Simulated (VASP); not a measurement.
GaP: single point with PBE

Crystal: GaP.

```xyz
2
Lattice="0.0000 2.7961 2.7961 2.7961 0.0000 2.7961 2.7961 2.7961 0.0000" Properties=species:S:1:pos:R:3 pbc="T T T"
Ga    0.0000    0.0000    0.0000
P     1.3980    1.3980    1.3980
```

```
Program             : VASP 6.6.1
Task                : single point
Functional          : PBE
Potentials or basis : VASP PAW PBE potentials, release 64 (Ga_d, P)
Cutoff              : 520 eV
k mesh              : 6 × 6 × 6
Occupations         : gaussian, width 0.01 eV
Spin                : no spin polarisation
```

* Pressure: -3.2 GPa
* Band gap on the k mesh: 1.20 eV, direct

Levels at points of the mesh, in eV from the valence-band top:
| k point | band 5 | band 6 | band 7 | band 8 | band 9 | band 10 | band 11 | band 12 | band 13 | band 14 |
| --- | --- | --- | --- | --- | --- | --- | --- | --- | --- | --- |
| (0.00, 0.00, 0.00) | -14.37 | -11.94 | 0.00 | 0.00 | 0.00 | 1.20 | 3.89 | 3.89 | 3.89 | 8.48 |
| (0.50, 0.00, 0.00) | -14.37 | -10.12 | -6.22 | -1.01 | -1.01 | 1.44 | 4.73 | 4.73 | 8.11 | 10.36 |
| (0.50, 0.50, 0.00) | -14.36 | -9.32 | -6.41 | -2.43 | -2.43 | 1.80 | 1.87 | 10.02 | 10.02 | 10.52 |

Wall time 29 s on 1 thread of AMD EPYC 7R13, on a shared host, peak memory 0.16 GiB.

A k mesh can miss the band edges.
